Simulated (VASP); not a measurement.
# NaMgBr3 (Pm-3m) in VASP: further runs

The runs below take NaMgBr3 through single point, relaxation of cell and atoms, with r2SCAN+rVV10.

Everything below comes from runs of VASP 6.6.1. Logs are shortened: lines on timing, memory, paths and dates and some standing lists are left out, and cuts for length are marked.

## Step 1: The cell of the first run

Symmetry: Pm-3m, No. 221, cubic system. The conventional cell has a = 5.235 Å, b = 5.235 Å, c = 5.235 Å, α = 90.00°, β = 90.00°, γ = 90.00°. Within 4.9 Å of Na (site symmetry m-3m) lie 12 Br at 3.70 Å and 8 Mg at 4.53 Å. Mg (site symmetry m-3m) has 6 Br at 2.62 Å within 3.5 Å. Within 3.5 Å of Br (site symmetry 4/mmm) lie 2 Mg at 2.62 Å.

## Step 2: Single point, r2SCAN+rVV10

POSCAR reads:

```
NaMgBr3
1.0
    5.2345385951      0.0000000000      0.0000000000
    0.0000000000      5.2345385951      0.0000000000
    0.0000000000      0.0000000000      5.2345385951
Na Mg Br
1 1 3
Direct
    0.0000000000      0.0000000000      0.0000000000
    0.5000000000      0.5000000000      0.5000000000
    0.5000000000      0.5000000000      0.0000000000
    0.5000000000      0.0000000000      0.5000000000
    0.0000000000      0.5000000000      0.5000000000
```

INCAR.step1 reads:

```
SYSTEM = NaMgBr3
PREC     = Accurate       ! precision mode
ENCUT    = 520            ! plane-wave cutoff, eV
ISMEAR   = -1             ! smearing method
SIGMA    = 0.03           ! smearing width, eV
LREAL    = .FALSE.        ! projectors in reciprocal space
LASPH    = .TRUE.         ! aspherical terms in the spheres
NELM     = 100            ! most SCF steps
NBANDS   = 23             ! bands
GGA      = PE             ! functional
ALGO     = Normal         ! electronic algorithm
EDIFF    = 1E-4           ! SCF threshold, eV
LWAVE    = .TRUE.         ! write WAVECAR
LCHARG   = .FALSE.        ! write CHGCAR
```

INCAR.step2 reads:

```
SYSTEM = NaMgBr3
PREC     = Accurate       ! precision mode
ENCUT    = 520            ! plane-wave cutoff, eV
EDIFF    = 1E-6           ! SCF threshold, eV
ISMEAR   = -1             ! smearing method
SIGMA    = 0.03           ! smearing width, eV
LREAL    = .FALSE.        ! projectors in reciprocal space
LASPH    = .TRUE.         ! aspherical terms in the spheres
NELM     = 100            ! most SCF steps
ALGO     = Normal         ! electronic algorithm
ISIF     = 2              ! what is computed and relaxed
LWAVE    = .FALSE.        ! write WAVECAR
LCHARG   = .FALSE.        ! write CHGCAR
METAGGA  = R2SCAN         ! meta-GGA
LMIXTAU  = .TRUE.       
LUSE_VDW = .TRUE.       
IVDW_NL  = 2            
BPARAM   = 11.95        
CPARAM   = 0.0093       
NBANDS   = 23             ! bands
ISTART   = 1
```

KPOINTS reads:

```
Automatic mesh
0
G
  4 4 4
  0 0 0
```

Potentials or basis: VASP PAW PBE potentials, release 64 (Na_pv, Mg, Br).

Run with:

```
cat potpaw_PBE.64/Na_pv/POTCAR potpaw_PBE.64/Mg/POTCAR potpaw_PBE.64/Br/POTCAR > POTCAR
cp INCAR.step1 INCAR
mpirun -np 1 vasp_std > vasp.out
cp INCAR.step2 INCAR
mpirun -np 1 vasp_std > vasp.out
```

OUTCAR:

```text
SYSTEM = NaMgBr3
   PREC = Accurate
   ENCUT = 520
   EDIFF = 1E-6
   ISMEAR = -1
   LREAL = .FALSE.
   LASPH = .TRUE.
   NELM = 100
   ISIF = 2
   METAGGA = R2SCAN
   IVDW_NL = 2
   BPARAM = 11.95
   ISTART = 1

 ion  position               nearest neighbor table
   1  0.000  0.000  0.000-
   2  0.500  0.500  0.500-   3 2.62   4 2.62   5 2.62   3 2.62   4 2.62   5 2.62
   3  0.500  0.500  0.000-   2 2.62   2 2.62
   4  0.500  0.000  0.500-   2 2.62   2 2.62
   5  0.000  0.500  0.500-   2 2.62   2 2.62

  LATTYP: Found a simple cubic cell.
 ALAT       =     5.2345385951

  Lattice vectors:

 A1 = (   5.2345385951,   0.0000000000,   0.0000000000)
 A2 = (   0.0000000000,   5.2345385951,   0.0000000000)
 A3 = (   0.0000000000,   0.0000000000,   5.2345385951)

Analysis of symmetry for initial positions (statically):
=====================================================================
 Subroutine PRICEL returns:
 Original cell was already a primitive cell.

 Routine SETGRP: Setting up the symmetry group for a
 simple cubic supercell.

 Subroutine GETGRP returns: Found 48 space group operations
 (whereof 48 operations were pure point group operations)
 out of a pool of 48 trial point group operations.

The static configuration has the point symmetry O_h .

Analysis of symmetry for dynamics (positions and initial velocities):
=====================================================================
 Subroutine PRICEL returns:
 Original cell was already a primitive cell.

 Routine SETGRP: Setting up the symmetry group for a
 simple cubic supercell.

 Subroutine GETGRP returns: Found 48 space group operations
 (whereof 48 operations were pure point group operations)
 out of a pool of 48 trial point group operations.

The dynamic configuration has the point symmetry O_h .

 Subroutine INISYM returns: Found 48 space group operations
 (whereof 48 operations are pure point group operations),
 and found     1 'primitive' translations

----------------------------------------------------------------------------------------

                                     Primitive cell

  volume of cell :     143.4284

  direct lattice vectors                    reciprocal lattice vectors
     5.234538595  0.000000000  0.000000000     0.191038805  0.000000000  0.000000000
     0.000000000  5.234538595  0.000000000     0.000000000  0.191038805  0.000000000
     0.000000000  0.000000000  5.234538595     0.000000000  0.000000000  0.191038805

  length of vectors
     5.234538595  5.234538595  5.234538595     0.191038805  0.191038805  0.191038805

[... 74 lines left out ...]
   NSW    =      0    number of steps for IOM
   IBRION =     -1    ionic relax: 0-MD 1-quasi-New 2-CG
   NFREE  =      0    steps in history (QN), initial steepest desc. (CG)
   ISIF   =      2    stress and relaxation
   ISYM   =      2    0-nonsym 1-usesym 2-fastsym
   POTIM  = 0.5000    time-step for ionic-motion
   TEBEG  =    0.0;   TEEND  =   0.0 temperature during run
   PSTRESS=    0.0 pullay stress
   NELECT =      30.0000    total number of electrons
   NUPDOWN=      -1.0000    fix difference up-down
   EMIN   =  10.00;   EMAX   =-10.00  energy-range for DOS
   EFERMI =   0.00;   METHOD = LEGACY
   ISMEAR =    -1;   SIGMA  =   0.03  broadening in eV -4-tet -1-fermi 0-gaus
   EFERMI_NEDOS =   21; number of points for ismear=-14 and -15
   IALGO  =     38    algorithm
   IMIX   =      4    mixing-type and parameters
     AMIX     =   0.40;   BMIX     =  1.00
     AMIX_MAG =   1.60;   BMIX_MAG =  1.00
  volume/ion in A,a.u.               =      28.69       193.58
  Fermi-wavevector in a.u.,A,eV,Ry     =   0.971785  1.836407 12.848880  0.944366
  Thomas-Fermi vector in A             =   2.102030
   LORBIT       =      0    0 simple, 1 ext, 2 COOP (PROOUT), +10 PAW based schemes
   METAGGA = R2SCAN    functional components
   LHFCALC =     F    Hartree Fock is set to
   AEXX    =    0.0000 exact exchange contribution
   IVDW_NL    =     2    kernel type
   BPARAM     =11.9500
   IVDW    =     0    specifies the selected vdW correction
   LEPSILON=     F    determine dielectric tensor
   LRPA    =     F    only Hartree local field effects (RPA)
 non-spin polarized calculation
  energy-cutoff  :      520.00
  volume of cell :      143.43
 maximum number of plane-waves:      3900
 NGX is ok and might be reduce to    40
   NGX = 19   NGY = 19   NGZ = 19

 number of electron      30.0000018 magnetization

 Free energy of the ion-electron system (eV)
  ---------------------------------------------------
  ext. energy  EPLUGINS =         0.00000000
  ---------------------------------------------------
  free energy    TOTEN  =       -54.35052173 eV

  energy without entropy =      -54.35052173  energy(sigma->0) =      -54.35052173

 E-fermi :   0.4385     XC(G=0):  -8.2868

 val. band max:       -0.2329466422   @ k =   0.5000   0.5000   0.5000
 cond. band min:       3.4008099290   @ k =   0.0000   0.0000   0.0000
 fundamental gap:      3.6337565712
 Fermi energy:         0.4385153403

 k-point     1 :       0.0000    0.0000    0.0000
  band No.  band energies     occupation
      1     -24.3468      2.00000
      2     -24.3468      2.00000
      3     -24.3468      2.00000
      4     -14.6931      2.00000
      5     -13.8097      2.00000
      6     -13.8097      2.00000
[... 249 lines left out ...]
     22       9.3611      0.00000
     23      10.2508      0.00000

------------------------ aborting loop because EDIFF is reached ----------------------------------------

  FORCE on cell =-STRESS in cart. coord.  units (eV):
  Direction    XX          YY          ZZ          XY          YZ          ZX
  --------------------------------------------------------------------------------------
  -------------------------------------------------------------------------------------
  Total       -0.0301575     -0.0301575     -0.0301575      0.0000000     -0.0000000      0.0000000
  in kB       -0.3368768     -0.3368768     -0.3368768      0.0000000     -0.0000000      0.0000000
  external PRESSURE =      -0.3368768 kB  Pullay stress =       0.0000000 kB

 VOLUME and BASIS-vectors are now :
 -----------------------------------------------------------------------------
  energy-cutoff  :      520.00
  volume of cell :      143.43
      direct lattice vectors                 reciprocal lattice vectors
     5.234538595  0.000000000  0.000000000     0.191038805  0.000000000  0.000000000
     0.000000000  5.234538595  0.000000000     0.000000000  0.191038805  0.000000000
     0.000000000  0.000000000  5.234538595     0.000000000  0.000000000  0.191038805

 POSITION                                       TOTAL-FORCE (eV/Angst)
 -----------------------------------------------------------------------------------
      0.00000      0.00000      0.00000         0.000000      0.000000      0.000000
      2.61727      2.61727      2.61727         0.000000      0.000000      0.000000
      2.61727      2.61727      0.00000         0.000000      0.000000      0.000000
      2.61727      0.00000      2.61727         0.000000      0.000000      0.000000
      0.00000      2.61727      2.61727         0.000000      0.000000      0.000000
 -----------------------------------------------------------------------------------
    total drift:                                0.000000     -0.000000     -0.000000

  FREE ENERGIE OF THE ION-ELECTRON SYSTEM (eV)
  ---------------------------------------------------
  free  energy   TOTEN  =       -54.3505217252 eV

  energy  without entropy=      -54.3505217251  energy(sigma->0) =      -54.35052173
```

OSZICAR.step1:

```text
N       E                     dE             d eps       ncg     rms          rms(c)
DAV:   1     0.218381591177E+03    0.21838E+03   -0.12548E+04   468   0.113E+03
DAV:   2     0.651898549422E+01   -0.21186E+03   -0.19626E+03   577   0.249E+02
DAV:   3    -0.147079832944E+02   -0.21227E+02   -0.21073E+02   579   0.839E+01
DAV:   4    -0.151473178827E+02   -0.43933E+00   -0.43886E+00   565   0.139E+01
DAV:   5    -0.151551469659E+02   -0.78291E-02   -0.78282E-02   551   0.184E+00    0.384E+00
DAV:   6    -0.146908524978E+02    0.46429E+00   -0.58697E-01   559   0.329E+00    0.235E+00
DAV:   7    -0.145910798350E+02    0.99773E-01   -0.32020E-01   575   0.248E+00    0.110E+00
DAV:   8    -0.145880496700E+02    0.30302E-02   -0.18811E-02   502   0.919E-01    0.225E-01
DAV:   9    -0.145880065845E+02    0.43086E-04   -0.30596E-04   587   0.118E-01
   1 F= -.14588007E+02 E0= -.14588007E+02  d E =-.189199E-10
```

Run time: 5.4 min. Hardware: 1 thread of Oxide Virtual Turin-like, shared host; peak memory 0.47 GiB.

What came out:

| Item | Value |
| --- | --- |
| Free energy | -54.3505 eV |
| Pressure | 0.0 GPa |
| Band gap on the k mesh | 3.63 eV, indirect (least direct gap 4.21 eV) |

Caveat: the PAW data sets were made with another functional, which shifts forces and pressure a little. r2SCAN opens gaps a little over a GGA but as a rule still falls short of measured ones.

## Step 3: Relaxation of cell and atoms, r2SCAN+rVV10

POSCAR is that of step 2.

INCAR.step1 reads:

```
SYSTEM = NaMgBr3
PREC = Accurate
ENCUT = 600
ISMEAR = -1
SIGMA = 0.03
LREAL = .FALSE.
LASPH = .TRUE.
NELM = 100
GGA = PE
ALGO = Normal
EDIFF = 1E-4
LWAVE = .TRUE.
LCHARG = .FALSE.
```

INCAR.step2 reads:

```
SYSTEM = NaMgBr3
PREC = Accurate
ENCUT = 600
EDIFF = 1E-7
ISMEAR = -1
SIGMA = 0.03
LREAL = .FALSE.
LASPH = .TRUE.
NELM = 100
ALGO = Normal
ISIF = 3
LWAVE = .FALSE.
LCHARG = .FALSE.
METAGGA = R2SCAN
LMIXTAU = .TRUE.
LUSE_VDW = .TRUE.
IVDW_NL = 2
BPARAM = 11.95
CPARAM = 0.0093
IBRION = 2
NSW = 100
EDIFFG = -0.01
ISTART = 1
```

KPOINTS is that of step 2.

Potentials or basis: VASP PAW PBE potentials, release 64 (Na_pv, Mg, Br).

Run with:

```
cat potpaw_PBE.64/Na_pv/POTCAR potpaw_PBE.64/Mg/POTCAR potpaw_PBE.64/Br/POTCAR > POTCAR
cp INCAR.step1 INCAR
mpirun -np 1 vasp_std > vasp.out
cp INCAR.step2 INCAR
mpirun -np 1 vasp_std > vasp.out
```

OUTCAR:

```text
SYSTEM = NaMgBr3
   PREC = Accurate
   ENCUT = 600
   EDIFF = 1E-7
   ISMEAR = -1
   LREAL = .FALSE.
   LASPH = .TRUE.
   NELM = 100
   ISIF = 3
   METAGGA = R2SCAN
   IVDW_NL = 2
   BPARAM = 11.95
   IBRION = 2
   NSW = 100
   EDIFFG = -0.01
   ISTART = 1

 ion  position               nearest neighbor table
   1  0.000  0.000  0.000-
   2  0.500  0.500  0.500-   3 2.62   4 2.62   5 2.62   3 2.62   4 2.62   5 2.62
   3  0.500  0.500  0.000-   2 2.62   2 2.62
   4  0.500  0.000  0.500-   2 2.62   2 2.62
   5  0.000  0.500  0.500-   2 2.62   2 2.62

  LATTYP: Found a simple cubic cell.
 ALAT       =     5.2345385951

  Lattice vectors:

 A1 = (   5.2345385951,   0.0000000000,   0.0000000000)
 A2 = (   0.0000000000,   5.2345385951,   0.0000000000)
 A3 = (   0.0000000000,   0.0000000000,   5.2345385951)

Analysis of symmetry for initial positions (statically):
=====================================================================
 Subroutine PRICEL returns:
 Original cell was already a primitive cell.

 Routine SETGRP: Setting up the symmetry group for a
 simple cubic supercell.

 Subroutine GETGRP returns: Found 48 space group operations
 (whereof 48 operations were pure point group operations)
 out of a pool of 48 trial point group operations.

The static configuration has the point symmetry O_h .

Analysis of symmetry for dynamics (positions and initial velocities):
=====================================================================
 Subroutine PRICEL returns:
 Original cell was already a primitive cell.

 Routine SETGRP: Setting up the symmetry group for a
[... 172 lines left out ...]
      2.61727      2.61727      2.61727         0.000000      0.000000      0.000000
      2.61727      2.61727      0.00000         0.000000      0.000000      0.000000
      2.61727      0.00000      2.61727         0.000000      0.000000      0.000000
      0.00000      2.61727      2.61727         0.000000      0.000000      0.000000
 -----------------------------------------------------------------------------------
    total drift:                                0.000000     -0.000000      0.000000

  FREE ENERGIE OF THE ION-ELECTRON SYSTEM (eV)
  ---------------------------------------------------
  free  energy   TOTEN  =       -54.3524079299 eV

  energy  without entropy=      -54.3524079298  energy(sigma->0) =      -54.35240793

--------------------------------------- Ionic step        2  -------------------------------------------

 number of electron      29.9999980 magnetization

 Free energy of the ion-electron system (eV)
  ---------------------------------------------------
  ext. energy  EPLUGINS =         0.00000000
  ---------------------------------------------------
  free energy    TOTEN  =       -54.35254360 eV

  energy without entropy =      -54.35254360  energy(sigma->0) =      -54.35254360

 E-fermi :   0.4392     XC(G=0):  -8.2972

 val. band max:       -0.2158589234   @ k =   0.5000   0.5000   0.5000
 cond. band min:       3.4207056231   @ k =   0.0000   0.0000   0.0000
 fundamental gap:      3.6365645465
 Fermi energy:         0.4392215169

 k-point     1 :       0.0000    0.0000    0.0000
  band No.  band energies     occupation
      1     -24.3282      2.00000
      2     -24.3282      2.00000
      3     -24.3282      2.00000
      4     -14.6863      2.00000
      5     -13.7972      2.00000
      6     -13.7972      2.00000
[... 197 lines left out ...]
      6     -14.0691      2.00000
[... 11 lines left out ...]
     18       6.4472      0.00000
     19       6.4472      0.00000

------------------------ aborting loop because EDIFF is reached ----------------------------------------

  FORCE on cell =-STRESS in cart. coord.  units (eV):
  Direction    XX          YY          ZZ          XY          YZ          ZX
  --------------------------------------------------------------------------------------
  -------------------------------------------------------------------------------------
  Total       -0.0166054     -0.0166054     -0.0166054     -0.0000000     -0.0000000      0.0000000
  in kB       -0.1859579     -0.1859579     -0.1859579     -0.0000000     -0.0000000      0.0000000
  external PRESSURE =      -0.1859579 kB  Pullay stress =       0.0000000 kB

 VOLUME and BASIS-vectors are now :
 -----------------------------------------------------------------------------
  energy-cutoff  :      600.00
  volume of cell :      143.07
      direct lattice vectors                 reciprocal lattice vectors
     5.230160211  0.000000000  0.000000000     0.191198732  0.000000000  0.000000000
    -0.000000000  5.230160211  0.000000000    -0.000000000  0.191198732 -0.000000000
    -0.000000000  0.000000000  5.230160211    -0.000000000 -0.000000000  0.191198732

 POSITION                                       TOTAL-FORCE (eV/Angst)
 -----------------------------------------------------------------------------------
      0.00000      0.00000      0.00000        -0.000000      0.000000      0.000000
      2.61508      2.61508      2.61508         0.000000      0.000000      0.000000
      2.61508      2.61508      0.00000        -0.000000      0.000000      0.000000
      2.61508      0.00000      2.61508        -0.000000      0.000000      0.000000
     -0.00000      2.61508      2.61508         0.000000      0.000000      0.000000
 -----------------------------------------------------------------------------------
    total drift:                                0.000000     -0.000000      0.000000

  FREE ENERGIE OF THE ION-ELECTRON SYSTEM (eV)
  ---------------------------------------------------
  free  energy   TOTEN  =       -54.3525436019 eV

  energy  without entropy=      -54.3525436019  energy(sigma->0) =      -54.35254360

 reached required accuracy - stopping structural energy minimisation
```

It took 10 min on 1 thread of Oxide Virtual Turin-like, shared host; peak memory 0.53 GiB.

What came out:

```
Free energy                            : -54.3525 eV
Relaxed volume                         : 28.61 Å³/atom
Relaxed cell                           : a = 5.230 Å, b = 5.230 Å, c = 5.230 Å, α = 90.00°, β = 90.00°, γ = 90.00°
Space group after relaxing (to 0.05 Å) : Pm-3m (No. 221)
Energy gained by relaxing              : 0.0 meV/atom
Ionic steps                            : 2
Pressure after relaxing                : 0.0 GPa
Band gap on the k mesh                 : 3.64 eV, indirect (least direct gap 4.22 eV)
```

The path:
```csv
step,energy change (eV),largest force (eV/Å),pressure (GPa),volume (Å³)
1,0.0000,0.0000,-0.10,143.43
2,-0.0001,0.0000,-0.02,143.07
```

Final structure:
```
Na Mg Br
1.0
     5.23016    0.00000    0.00000
     0.00000    5.23016    0.00000
     0.00000    0.00000    5.23016
Na Mg Br
1 1 3
Cartesian
  0.0000 0.0000 0.0000
  2.6151 2.6151 2.6151
  2.6151 2.6151 0.0000
  2.6151 0.0000 2.6151
  0.0000 2.6151 2.6151
```

Caveat: the PAW data sets were made with another functional, which shifts forces and pressure a little.
